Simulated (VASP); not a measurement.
MgO: single point with PBEsol

Wire: MgO, a wire with vacuum.

```
Mg O
1.0
    14.20000    0.00000    0.00000
     0.00000   15.30000    0.00000
     0.00000    0.00000    8.87679
Mg O
14 14
Direct
  0.61449 0.50000 0.12224
  0.45495 0.34535 0.34175
  0.45495 0.65465 0.34175
  0.32923 0.50000 0.51074
  0.54505 0.34535 0.99158
  0.54505 0.65465 0.99158
  0.38551 0.50000 0.21109
  0.67077 0.50000 0.82259
  0.36043 0.41334 0.88597
  0.63957 0.41334 0.44736
  0.50000 0.60238 0.66667
  0.36043 0.58666 0.88597
  0.63957 0.58666 0.44736
  0.50000 0.39762 0.66667
  0.68243 0.50000 0.31587
  0.54572 0.33309 0.49559
  0.54572 0.66691 0.49559
  0.39349 0.50000 0.70859
  0.31757 0.50000 0.01746
  0.60651 0.50000 0.62475
  0.45428 0.33309 0.83774
  0.45428 0.66691 0.83774
  0.50000 0.40462 0.16667
  0.34539 0.59237 0.37728
  0.65461 0.59237 0.95605
  0.50000 0.59538 0.16667
  0.34539 0.40763 0.37728
  0.65461 0.40763 0.95605
```

```json
{"Program": "VASP 6.6.1", "Task": "single point", "Functional": "PBEsol", "Potentials or basis": "VASP PAW PBE potentials, release 64 (Mg, O)", "Cutoff": "520 eV", "k mesh": "1 × 1 × 5", "Occupations": "gaussian, width 0.05 eV", "Spin": "no spin polarisation", "Dipole correction": "no", "Further INCAR settings": "LREAL = Auto; ALGO = Normal; EDIFF = 1e-07; NBANDS = 76"}
```

- Largest force: 0.030 eV/Å
- Band gap on the k mesh: 2.17 eV, indirect (the least direct gap lies 1.3 meV higher)

Forces in eV/Å, atoms in the order of the input:
```
Mg   0.001  0.000 -0.007
Mg   0.015  0.015  0.006
Mg   0.015 -0.015  0.006
Mg   0.024  0.000  0.008
Mg  -0.015  0.015 -0.006
Mg  -0.015 -0.015 -0.006
Mg  -0.001  0.000  0.007
Mg  -0.024  0.000 -0.008
Mg   0.012  0.006  0.004
Mg  -0.012  0.006 -0.004
Mg   0.000 -0.002  0.000
Mg   0.012 -0.006  0.004
Mg  -0.012 -0.006 -0.004
Mg   0.000  0.002  0.000
O    0.018  0.000 -0.024
O    0.001 -0.018  0.013
O    0.001  0.018  0.013
O   -0.001  0.000 -0.004
O   -0.018  0.000  0.024
O    0.001  0.000  0.004
O   -0.001 -0.018 -0.013
O   -0.001  0.018 -0.013
O    0.000 -0.003  0.000
O   -0.026  0.006 -0.005
O    0.026  0.006  0.005
O    0.000  0.003  0.000
O   -0.026 -0.006 -0.005
O    0.026 -0.006  0.005
```

Levels at points of the mesh, in eV from the valence-band top:
```csv
k point,band 52,band 53,band 54,band 55,band 56,band 57,band 58,band 59,band 60,band 61
"(0.00, 0.00, 0.00)",-0.42,-0.37,-0.30,-0.06,0.00,2.17,3.16,3.35,3.66,4.21
```

Run time: 21 min on 1 thread of AMD EPYC 7R13 Processor (Zen 3), with other jobs on the host, peak memory 1.6 GiB.

Caveat: the PAW data sets were made with another functional, which shifts forces and pressure a little.
